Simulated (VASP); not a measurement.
# NbTe (Pm-3m) in VASP: further runs

Aim: see how the results for NbTe move with the level of theory and the settings. Levels: PBE, LDA. Tasks: density of states.

Program: VASP 6.6.1. These are calculated values, not measurements. Logs are shortened: lines on timing, memory, paths and dates and some standing lists are left out, and cuts for length are marked.

## Step 1: The cell of the first run

It takes space group Pm-3m (No. 221, cubic). The conventional cell has a = 3.426 Å, b = 3.426 Å, c = 3.426 Å, α = 90.00°, β = 90.00°, γ = 90.00°. Within 3.9 Å of Nb (site symmetry m-3m) lie 8 Te at 2.97 Å and 6 Nb at 3.43 Å. Within 3.9 Å of Te (site symmetry m-3m) lie 8 Nb at 2.97 Å and 6 Te at 3.43 Å.

## Step 2: Density of states, PBE

The input, POSCAR:

```
NbTe
1.0
    3.4257000000      0.0000000000      0.0000000000
    0.0000000000      3.4257000000      0.0000000000
    0.0000000000      0.0000000000      3.4257000000
Nb Te
1 1
Direct
    0.5000000000      0.5000000000      0.5000000000
    0.0000000000      0.0000000000      0.0000000000
```

The input, INCAR.step1:

```
PREC = Accurate ; ENCUT = 520
EDIFF = 1E-6 ; ISMEAR = -1
SIGMA = 0.05 ; LREAL = False
LASPH = True ; NELM = 60
ALGO = Normal ; ISIF = 2
LWAVE = False ; LCHARG = True
LMAXMIX = 4 ; GGA = PE
NBANDS = 16
```

The input, KPOINTS.step1:

```
Automatic mesh
0
Gamma
  8 8 8
```

The input, INCAR.step2:

```
PREC = Accurate ; ENCUT = 520
EDIFF = 1E-6 ; ISMEAR = -5
SIGMA = 0.05 ; LREAL = False
LASPH = True ; NELM = 60
ALGO = Normal ; ISIF = 2
LWAVE = False ; LCHARG = False
LMAXMIX = 4 ; GGA = PE
LORBIT = 10 ; NBANDS = 16
NEDOS = 1001 ; ICHARG = 11
```

The input, KPOINTS.step2:

```
Automatic mesh
0
Gamma
  12 12 12
```

Potentials or basis: VASP PAW PBE potentials, release 64 (Nb_sv, Te).

Launch:

```console
$ cat potpaw_PBE.64/Nb_sv/POTCAR potpaw_PBE.64/Te/POTCAR > POTCAR
$ cp INCAR.step1 INCAR
$ cp KPOINTS.step1 KPOINTS
$ mpirun -np 1 vasp_std > vasp.out
$ cp INCAR.step2 INCAR
$ cp KPOINTS.step2 KPOINTS
$ mpirun -np 1 vasp_std > vasp.out
```

OUTCAR:

```text
PREC = Accurate
   ENCUT = 520
   EDIFF = 1E-6
   ISMEAR = -5
   LREAL = False
   LASPH = True
   NELM = 60
   ISIF = 2
   GGA = PE
   LORBIT = 10
   ICHARG = 11

 ion  position               nearest neighbor table
   1  0.500  0.500  0.500-   2 2.97   2 2.97   2 2.97   2 2.97   2 2.97   2 2.97   2 2.97   2 2.97

   2  0.000  0.000  0.000-   1 2.97   1 2.97   1 2.97   1 2.97   1 2.97   1 2.97   1 2.97   1 2.97

  LATTYP: Found a simple cubic cell.
 ALAT       =     3.4257000000

  Lattice vectors:

 A1 = (   3.4257000000,   0.0000000000,   0.0000000000)
 A2 = (   0.0000000000,   3.4257000000,   0.0000000000)
 A3 = (   0.0000000000,   0.0000000000,   3.4257000000)

Analysis of symmetry for initial positions (statically):
=====================================================================
 Subroutine PRICEL returns:
 Original cell was already a primitive cell.

 Routine SETGRP: Setting up the symmetry group for a
 simple cubic supercell.

 Subroutine GETGRP returns: Found 48 space group operations
 (whereof 48 operations were pure point group operations)
 out of a pool of 48 trial point group operations.

The static configuration has the point symmetry O_h .

Analysis of symmetry for dynamics (positions and initial velocities):
=====================================================================
 Subroutine PRICEL returns:
 Original cell was already a primitive cell.

 Routine SETGRP: Setting up the symmetry group for a
 simple cubic supercell.

 Subroutine GETGRP returns: Found 48 space group operations
 (whereof 48 operations were pure point group operations)
 out of a pool of 48 trial point group operations.

The dynamic configuration has the point symmetry O_h .

 Subroutine INISYM returns: Found 48 space group operations
 (whereof 48 operations are pure point group operations),
 and found     1 'primitive' translations

----------------------------------------------------------------------------------------

                                     Primitive cell

  volume of cell :      40.2020

  direct lattice vectors                    reciprocal lattice vectors
     3.425700000  0.000000000  0.000000000     0.291911142  0.000000000  0.000000000
     0.000000000  3.425700000  0.000000000     0.000000000  0.291911142  0.000000000
     0.000000000  0.000000000  3.425700000     0.000000000  0.000000000  0.291911142

  length of vectors
     3.425700000  3.425700000  3.425700000     0.291911142  0.291911142  0.291911142

  position of ions in fractional coordinates (direct lattice)
     0.500000000  0.500000000  0.500000000
     0.000000000  0.000000000  0.000000000

  ion indices of the primitive-cell ions
   primitive index   ion index
                 1           1
                 2           2

----------------------------------------------------------------------------------------

 KPOINTS: Automatic mesh

Automatic generation of k-mesh.
 Grid dimensions read from file:
 generate k-points for:   12   12   12

 Generating k-lattice:

  Cartesian coordinates                     Fractional coordinates (reciprocal lattice)
     0.024325929  0.000000000  0.000000000     0.083333333  0.000000000  0.000000000
     0.000000000  0.024325929  0.000000000     0.000000000  0.083333333  0.000000000
     0.000000000  0.000000000  0.024325929     0.000000000  0.000000000  0.083333333

  Length of vectors
     0.024325929  0.024325929  0.024325929

  Shift w.r.t. Gamma in fractional coordinates (k-lattice)
     0.000000000  0.000000000  0.000000000

 TETIRR: Found    854 inequivalent tetrahedra from    10368

 Subroutine IBZKPT returns following result:
 ===========================================

 Found     84 irreducible k-points:

 Following reciprocal coordinates:
            Coordinates               Weight
  0.000000  0.000000  0.000000      1.000000
  0.083333  0.000000  0.000000      6.000000
  0.166667  0.000000  0.000000      6.000000
  0.250000  0.000000  0.000000      6.000000
  0.333333  0.000000  0.000000      6.000000
  0.416667  0.000000  0.000000      6.000000
[... 16 lines left out ...]
  0.333333  0.333333  0.000000     12.000000
  0.416667  0.333333  0.000000     24.000000
 [... further k-points ...]
   k-points           NKPTS =     84   k-points in BZ     NKDIM =     84   number of bands    NBANDS=     16
   number of dos      NEDOS =   1001   number of ions     NIONS =      2
   total plane-waves  NPLWV =  21952
   dimension x,y,z NGX =    28 NGY =   28 NGZ =   28
   dimension x,y,z NGXF=    56 NGYF=   56 NGZF=   56
   ions per type =               1   1
   NGX,Y,Z   is equivalent  to a cutoff of  13.59, 13.59, 13.59 a.u.
   NGXF,Y,Z  is equivalent  to a cutoff of  27.18, 27.18, 27.18 a.u.
 SYSTEM =  unknown system
   PREC   = accura    normal or accurate (medium, high low for compatibility)
   ISTART =      0    job   : 0-new  1-cont  2-samecut
   ICHARG =     11    charge: 1-file 2-atom 10-const
   ISPIN  =      1    spin polarized calculation?
   LNONCOLLINEAR =      F non collinear calculations
   LSORBIT =      F    spin-orbit coupling
   LASPH  =      T    aspherical Exc in radial PAW
   ENCUT  =  520.0 eV  38.22 Ry    6.18 a.u.   6.37  6.37  6.37*2*pi/ulx,y,z
   NELM   =     60;   NELMIN=  2; NELMDL=  0     # of ELM steps
   EDIFF  = 0.1E-05   stopping-criterion for ELM
   LREAL  =      F    real-space projection
   EDIFFG = 0.1E-04   stopping-criterion for IOM
   NSW    =      0    number of steps for IOM
   IBRION =     -1    ionic relax: 0-MD 1-quasi-New 2-CG
   NFREE  =      0    steps in history (QN), initial steepest desc. (CG)
   ISIF   =      2    stress and relaxation
   ISYM   =      2    0-nonsym 1-usesym 2-fastsym
   POTIM  = 0.5000    time-step for ionic-motion
   TEBEG  =    0.0;   TEEND  =   0.0 temperature during run
   PSTRESS=    0.0 pullay stress
   NELECT =      19.0000    total number of electrons
   NUPDOWN=      -1.0000    fix difference up-down
   EMIN   =  10.00;   EMAX   =-10.00  energy-range for DOS
   EFERMI =   0.00;   METHOD = LEGACY
   ISMEAR =    -5;   SIGMA  =   0.05  broadening in eV -4-tet -1-fermi 0-gaus
   EFERMI_NEDOS =   21; number of points for ismear=-14 and -15
   IALGO  =     38    algorithm
   IMIX   =      4    mixing-type and parameters
     AMIX     =   0.40;   BMIX     =  1.00
     AMIX_MAG =   1.60;   BMIX_MAG =  1.00
  volume/ion in A,a.u.               =      20.10       135.65
  Fermi-wavevector in a.u.,A,eV,Ry     =   1.275195  2.409770 22.124747  1.626123
  Thomas-Fermi vector in A             =   2.407921
   LORBIT       =     10    0 simple, 1 ext, 2 COOP (PROOUT), +10 PAW based schemes
   GGA     = PE    functional components
   LHFCALC =     F    Hartree Fock is set to
   AEXX    =    0.0000 exact exchange contribution
   IVDW    =     0    specifies the selected vdW correction
   LEPSILON=     F    determine dielectric tensor
   LRPA    =     F    only Hartree local field effects (RPA)
 non-spin polarized calculation
 Fermi weights with tetrahedron method with Bloechl corrections
  energy-cutoff  :      520.00
  volume of cell :       40.20
 maximum number of plane-waves:      1108
 NGX is ok and might be reduce to    28

 number of electron      18.9999999 magnetization

 Free energy of the ion-electron system (eV)
  ---------------------------------------------------
  ext. energy  EPLUGINS =         0.00000000
  ---------------------------------------------------
  free energy    TOTEN  =       -13.49286503 eV

  energy without entropy =      -13.49286503  energy(sigma->0) =      -13.49286503

 E-fermi :  12.0756     XC(G=0): -11.8087

 val. band max:       12.1099949597   @ k =   0.4167   0.4167   0.1667
 cond. band min:      11.9954580586   @ k =   0.3333   0.3333   0.3333
 fundamental gap:     -0.1145369011
 Fermi energy:        12.0756102243

 k-point     1 :       0.0000    0.0000    0.0000
  band No.  band energies     occupation
      1     -43.2086      2.00000
      2     -19.2203      2.00000
      3     -19.2203      2.00000
      4     -19.2203      2.00000
      5      -2.3064      2.00000
      6       9.4095      2.00000
[... 8 lines left out ...]
     15      20.2344      0.00000
     16      20.2344      0.00000

 k-point     2 :       0.0833    0.0000    0.0000
  band No.  band energies     occupation
      1     -43.2078      2.00000
      2     -19.2340      2.00000
      3     -19.2189      2.00000
      4     -19.2189      2.00000
      5      -2.2229      2.00000
      6       8.9523      2.00000
[... 8 lines left out ...]
     15      19.8395      0.00000
     16      20.4661      0.00000

 k-point     3 :       0.1667    0.0000    0.0000
  band No.  band energies     occupation
      1     -43.2055      2.00000
      2     -19.2710      2.00000
      3     -19.2151      2.00000
      4     -19.2151      2.00000
      5      -1.9800      2.00000
      6       7.8590      2.00000
[... 8 lines left out ...]
     15      18.9871      0.00000
     16      21.2578      0.00000

 k-point     4 :       0.2500    0.0000    0.0000
  band No.  band energies     occupation
      1     -43.2024      2.00000
      2     -19.3211      2.00000
      3     -19.2098      2.00000
      4     -19.2098      2.00000
      5      -1.6048      2.00000
      6       6.5956      2.00000
[... 8 lines left out ...]
     15      18.0734      0.00000
     16      22.4585      0.00000
[... 324 lines left out ...]
 k-point    22 :       0.5000    0.2500    0.0000
  band No.  band energies     occupation
      1     -43.1901      2.00000
      2     -19.4024      2.00000
      3     -19.2929      2.00000
      4     -19.1919      2.00000
      5      -0.3031      2.00000
      6       5.1347      2.00000
[... 8 lines left out ...]
     15      18.2360      0.00000
     16      21.5544      0.00000

 k-point    23 :       0.3333    0.3333    0.0000
  band No.  band energies     occupation
      1     -43.1901      2.00000
      2     -19.3501      2.00000
      3     -19.3440      2.00000
      4     -19.1924      2.00000
      5      -0.4525      2.00000
      6       6.1743      2.00000
[... 8 lines left out ...]
     15      19.5056      0.00000
     16      21.9785      0.00000

 k-point    24 :       0.4167    0.3333    0.0000
  band No.  band energies     occupation
      1     -43.1879      2.00000
      2     -19.3814      2.00000
      3     -19.3412      2.00000
      4     -19.1894      2.00000
      5      -0.2370      2.00000
      6       5.8828      2.00000
[... 8 lines left out ...]
     15      19.3172      0.00000
     16      21.7301      0.00000

 [... further k-points ...]

------------------------ aborting loop because EDIFF is reached ----------------------------------------

  FORCE on cell =-STRESS in cart. coord.  units (eV):
  Direction    XX          YY          ZZ          XY          YZ          ZX
  --------------------------------------------------------------------------------------
  -------------------------------------------------------------------------------------
  Total       -0.3381375     -0.3381375     -0.3381375      0.0000000      0.0000000      0.0000000
  in kB      -13.4758412    -13.4758412    -13.4758412      0.0000000      0.0000000      0.0000000
  external PRESSURE =     -13.4758412 kB  Pullay stress =       0.0000000 kB

 VOLUME and BASIS-vectors are now :
 -----------------------------------------------------------------------------
  energy-cutoff  :      520.00
  volume of cell :       40.20
      direct lattice vectors                 reciprocal lattice vectors
     3.425700000  0.000000000  0.000000000     0.291911142  0.000000000  0.000000000
     0.000000000  3.425700000  0.000000000     0.000000000  0.291911142  0.000000000
     0.000000000  0.000000000  3.425700000     0.000000000  0.000000000  0.291911142

 POSITION                                       TOTAL-FORCE (eV/Angst)
 -----------------------------------------------------------------------------------
      1.71285      1.71285      1.71285         0.000000      0.000000      0.000000
      0.00000      0.00000      0.00000         0.000000      0.000000      0.000000
 -----------------------------------------------------------------------------------
    total drift:                                0.000000      0.000000      0.000000

  FREE ENERGIE OF THE ION-ELECTRON SYSTEM (eV)
  ---------------------------------------------------
  free  energy   TOTEN  =       -13.4928650325 eV

  energy  without entropy=      -13.4928650325  energy(sigma->0) =      -13.49286503

 total charge

# of ion       s       p       d       tot
------------------------------------------
    1        2.134   5.969   2.515  10.617
    2        1.344   1.982   0.121   3.446
--------------------------------------------------
tot          3.478   7.951   2.635  14.064
```

Run time: 51 s. Hardware: 1 thread of AMD EPYC 7R13 (Zen 3), shared host; peak memory 0.16 GiB.

Results:

- Valence electrons inside the program's atomic spheres: Nb 10.62; Te 3.45

Caveat: spin-orbit coupling is left out, which moves the levels of the heavy elements; tetrahedron occupations give inexact forces and stress in metals.

## Step 3: Density of states, PBE

POSCAR is that of step 2.

The input, INCAR.step1:

```
SYSTEM = NbTe
PREC     = Accurate       ! precision mode
ENCUT    = 520            ! plane-wave cutoff, eV
EDIFF    = 1E-7           ! SCF threshold, eV
ISMEAR   = -1             ! smearing method
SIGMA    = 0.05           ! smearing width, eV
LREAL    = .FALSE.        ! projectors in reciprocal space
LASPH    = .TRUE.         ! aspherical terms in the spheres
NELM     = 100            ! most SCF steps
ALGO     = Normal         ! electronic algorithm
ISIF     = 2              ! what is computed and relaxed
LWAVE    = .FALSE.        ! write WAVECAR
LCHARG   = .TRUE.         ! write CHGCAR
LMAXMIX  = 4              ! l up to which the mixer works
GGA      = PE             ! functional
NBANDS   = 16             ! bands
```

The input, KPOINTS.step1:

```
regular mesh
0
G
  8 8 8
  0 0 0
```

The input, INCAR.step2:

```
SYSTEM = NbTe
PREC     = Accurate       ! precision mode
ENCUT    = 520            ! plane-wave cutoff, eV
EDIFF    = 1E-7           ! SCF threshold, eV
ISMEAR   = -5             ! smearing method
SIGMA    = 0.05           ! smearing width, eV
LREAL    = .FALSE.        ! projectors in reciprocal space
LASPH    = .TRUE.         ! aspherical terms in the spheres
NELM     = 100            ! most SCF steps
ALGO     = Normal         ! electronic algorithm
ISIF     = 2              ! what is computed and relaxed
LWAVE    = .FALSE.        ! write WAVECAR
LCHARG   = .FALSE.        ! write CHGCAR
LMAXMIX  = 4              ! l up to which the mixer works
GGA      = PE             ! functional
LORBIT   = 10             ! projections on sites
NBANDS   = 16             ! bands
NEDOS    = 2001           ! points of the DOS
ICHARG   = 11             ! starting density
```

The input, KPOINTS.step2:

```
regular mesh
0
G
  12 12 12
  0 0 0
```

Potentials or basis: VASP PAW PBE potentials, release 64 (Nb_sv, Te).

Launch:

```console
$ cat potpaw_PBE.64/Nb_sv/POTCAR potpaw_PBE.64/Te/POTCAR > POTCAR
$ cp INCAR.step1 INCAR
$ cp KPOINTS.step1 KPOINTS
$ mpirun -np 1 vasp_std > vasp.out
$ cp INCAR.step2 INCAR
$ cp KPOINTS.step2 KPOINTS
$ mpirun -np 1 vasp_std > vasp.out
```

Run time: 48 s. Hardware: 1 thread of AMD EPYC 7R13 (Zen 3), shared host; peak memory 0.16 GiB.

It converged, with:

| Item | Value |
| --- | --- |
| Valence electrons inside the program's atomic spheres | Nb 10.62; Te 3.45 |

Levels at points of the mesh, in eV from the Fermi level:
```csv
k point,band 7,band 8,band 9,band 10,band 11,band 12
"(0.00, 0.00, 0.00)",-2.67,-1.21,-1.21,-1.21,1.05,1.05
"(0.50, 0.00, 0.00)",-2.81,-2.81,-1.91,1.20,2.26,4.51
"(0.50, 0.50, 0.00)",-5.55,-2.62,-0.37,-0.37,0.60,1.20
"(0.50, 0.50, 0.50)",-6.43,-6.43,2.05,2.05,2.05,2.59
```

Caveat: spin-orbit coupling is left out, which moves the levels of the heavy elements; tetrahedron occupations give inexact forces and stress in metals.

## Step 4: Density of states, LDA

POSCAR is that of step 3.

The input, INCAR.step1:

```
SYSTEM = NbTe
PREC = Accurate
ENCUT = 520
EDIFF = 1E-6
ISMEAR = -1
SIGMA = 0.05
LREAL = .FALSE.
LASPH = .TRUE.
NELM = 60
ALGO = Normal
ISIF = 2
LWAVE = .FALSE.
LCHARG = .TRUE.
LMAXMIX = 4
NBANDS = 16
```

KPOINTS.step1 is that of step 3.

The input, INCAR.step2:

```
SYSTEM = NbTe
PREC = Accurate
ENCUT = 520
EDIFF = 1E-6
ISMEAR = -5
SIGMA = 0.05
LREAL = .FALSE.
LASPH = .TRUE.
NELM = 60
ALGO = Normal
ISIF = 2
LWAVE = .FALSE.
LCHARG = .FALSE.
LMAXMIX = 4
LORBIT = 11
NBANDS = 16
NEDOS = 1001
ICHARG = 11
```

KPOINTS.step2 is that of step 3.

Potentials or basis: VASP PAW LDA potentials, release 64 (Nb_sv, Te).

Launch:

```console
$ cat potpaw_LDA.64/Nb_sv/POTCAR potpaw_LDA.64/Te/POTCAR > POTCAR
$ cp INCAR.step1 INCAR
$ cp KPOINTS.step1 KPOINTS
$ mpirun -np 1 vasp_std > vasp.out
$ cp INCAR.step2 INCAR
$ cp KPOINTS.step2 KPOINTS
$ mpirun -np 1 vasp_std > vasp.out
```

Wall time 21 s (1 thread of Intel Xeon 6975P-C (Granite Rapids), shared host); peak memory 0.17 GiB.

The run converged. Its results:

```yaml
Valence_electrons_inside_the_program's_atomic_spheres: Nb 10.63; Te 3.47
```

Levels at points of the mesh, in eV from the Fermi level:
```
           k point  band 6  band 7  band 8  band 9  band 10  band 11  band 12  band 13
(0.00, 0.00, 0.00)   -2.64   -2.64   -1.21   -1.21    -1.21     1.03     1.03     1.03
(0.50, 0.00, 0.00)   -7.79   -2.82   -2.82   -1.90     1.18     2.27     4.57     4.74
(0.50, 0.50, 0.00)   -5.50   -5.50   -2.59   -0.38    -0.38     0.58     1.16     2.50
(0.50, 0.50, 0.50)   -6.42   -6.42   -6.42    2.11     2.11     2.11     2.61     2.61
```

Caveat: spin-orbit coupling is left out, which moves the levels of the heavy elements; tetrahedron occupations give inexact forces and stress in metals.
